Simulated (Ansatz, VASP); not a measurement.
## Ru in VASP and in Ansatz

```
Ru
1.0
    14.00000    0.00000    0.00000
     0.00000   14.40000    0.00000
     0.00000    0.00000   14.80000
Ru
1
Direct
  0.50000 0.50000 0.50000
```

Alike in both runs: task single point; functional HSE06; k mesh 1 × 1 × 1; occupations fermi-dirac, width 0.01 eV; collinear spin.

```csv
,VASP,Ansatz
version,VASP 6.6.1,Ansatz 0.2.0
potentials or method,"VASP PAW PBE potentials, release 64 (Ru_pv), cutoff 520 eV","plane waves (420 eV) with PAW, scalar-relativistic"
valence electrons in the cell,14,16
```

|  | VASP | Ansatz | Ansatz less VASP |
| --- | --- | --- | --- |
| gap on the k mesh at the Fermi level (eV) | 2.29 | 2.29 | +0.001 |
| net moment per atom (μB) | 4.00 | 4.00 | 0.000 |
| size of the moment on the site where the two differ most (μB) | 2.91 | 4.00 | +1.088 |

Site moments also hang on the region over which each program counts them. VASP's potentials hold 14 valence electrons a cell and Ansatz's 16, so a difference there can come from the potentials and not from the codes. Ansatz's warnings: stability check not made.
